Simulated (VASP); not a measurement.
A run of VASP 6.6.1:

INCAR

```
PREC = Accurate
ENCUT = 520
EDIFF = 1E-7
ISMEAR = -1
SIGMA = 0.05
LREAL = F
LASPH = T
NELM = 150
ALGO = Normal
ISIF = 2
LWAVE = F
LCHARG = F
ISPIN = 2
MAGMOM = 1
LORBIT = 11
LMAXMIX = 4
GGA = PE
NBANDS = 15
```

Contents of KPOINTS:

```
Automatic mesh
0
Gamma
  18 18 18
```

The input POSCAR:

```
Ni
1.0
    0.0000000000      1.7590478890      1.7590478890
    1.7590478890      0.0000000000      1.7590478890
    1.7590478890      1.7590478890      0.0000000000
Ni
1
Direct
    0.0000000000      0.0000000000      0.0000000000
```

Potentials or basis: VASP PAW PBE potentials, release 64 (Ni).

The run is started by

```bash
$ cat potpaw_PBE.64/Ni/POTCAR > POTCAR
$ mpirun -np 1 vasp_std > vasp.out
```

Hardware: 1 thread of Intel Xeon 8259CL, on a shared host.

Q: Estimate the wall time of this run.

A: It took 2 min on 1 thread of Intel Xeon 8259CL, on a shared host, peak memory 0.17 GiB. Counts: scf iterations 14, k points 195.
